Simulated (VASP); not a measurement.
A run of VASP 6.6.1 is set up as follows.

File INCAR:

```
PREC     = Accurate       # precision mode
ENCUT    = 520            # plane-wave cutoff, eV
EDIFF    = 1E-6           # SCF threshold, eV
ISMEAR   = 0              # smearing method
SIGMA    = 0.1            # smearing width, eV
LREAL    = False          # projectors in reciprocal space
LASPH    = True           # aspherical terms in the spheres
NELM     = 100            # most SCF steps
ALGO     = Normal         # electronic algorithm
ISIF     = 2              # what is computed and relaxed
LWAVE    = False          # write WAVECAR
LCHARG   = False          # write CHGCAR
GGA      = PS             # functional
NBANDS   = 15             # bands
```

The input KPOINTS:

```
Automatic mesh
0
Gamma
  18 18 12
```

The input POSCAR:

```
HfB2
1.0
    3.1277231059      0.0000000000      0.0000000000
   -1.5638615530      2.7086876657      0.0000000000
    0.0000000000      0.0000000000      3.4463367020
Hf B
1 2
Direct
    0.0000000000      0.0000000000      0.0000000000
    0.3333333333      0.6666666667      0.5000000000
    0.6666666667      0.3333333333      0.5000000000
```

Potentials or basis: VASP PAW PBE potentials, release 64 (Hf_pv, B).

Run with:

```bash
$ cat potpaw_PBE.64/Hf_pv/POTCAR potpaw_PBE.64/B/POTCAR > POTCAR
$ mpirun -np 1 vasp_std > vasp.out
```

**Question.** Predict the band gap on the k mesh.

**Answer.** Zero (band 8 reaches 8.42 eV, above the bottom of band 9 at 7.16 eV).

**Question.** Estimate the pressure.

**Answer.** -0.1 GPa.

Stress tensor (GPa, compression positive):
```
-0.19  0.00  0.00
 0.00 -0.19  0.00
 0.00  0.00  0.15
```

Caveat: the PAW data sets were made with another functional, which shifts forces and pressure a little; spin-orbit coupling is left out, which moves the levels of the heavy elements.
